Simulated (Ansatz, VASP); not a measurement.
# Mg: VASP beside Ansatz

```
Mg
1.0
    -1.77846    1.77846    1.77846
     1.77846   -1.77846    1.77846
     1.77846    1.77846   -1.77846
Mg
1
Direct
  0.00000 0.00000 0.00000
```

Alike in both runs: functional r2SCAN; k mesh 12 × 12 × 12; occupations fermi-dirac, width 0.1 eV; no spin polarisation.

Ansatz relaxed the structure, and its values are those at the end. VASP's run is a single point on that final structure, the one shown.

|  | VASP | Ansatz |
| --- | --- | --- |
| version | VASP 6.6.1 | Ansatz 0.2.0 |
| potentials or method | VASP PAW PBE potentials, release 64 (Mg), cutoff 520 eV | plane waves (500 eV) with PAW, scalar-relativistic |
| valence electrons in the cell | 2 | 10 |

Ansatz gave:

```
pressure (GPa) : 0.0
```

Task: Estimate VASP's values.

Result: Pressure (GPa): -0.3.

VASP's potentials were made for PBE, not for r2SCAN. The functional is the same, so the differences come from potentials, cutoffs and numerics. VASP's potentials hold 2 valence electrons a cell and Ansatz's 10, so a difference there can come from the potentials and not from the codes.
